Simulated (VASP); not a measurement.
Si:

```
CELL_PARAMETERS angstrom
0.00000 2.66550 2.66550
2.66550 0.00000 2.66550
2.66550 2.66550 0.00000
ATOMIC_POSITIONS crystal
Si 0.25000 0.25000 0.25000
Si 0.00000 0.00000 0.00000
```

This cell differs from its parent crystal: strain -2.1%.

Base run:

- Program: VASP 6.6.1
- Functional: r2SCAN
- Potentials or basis: VASP PAW PBE potentials, release 64 (Si)
- Cutoff: 520 eV
- k mesh: 8 × 8 × 8
- Occupations: gaussian, width 0.01 eV
- Spin: no spin polarisation

Its results: band gap on the k mesh 0.72 eV, indirect (least direct gap 2.78 eV); pressure 6.7 GPa.

Q: The run is repeated on the same cell with these changes: functional from r2SCAN to PBE; occupations from gaussian, width 0.01 eV to fermi-dirac, width 0.02 eV. What comes out?

A: Band gap on the k mesh 0.52 eV, indirect (least direct gap 2.59 eV); pressure 8.0 GPa.

Caveats: the PAW data sets were made with another functional, which shifts forces and pressure a little (some runs).

A k mesh can miss the band edges.
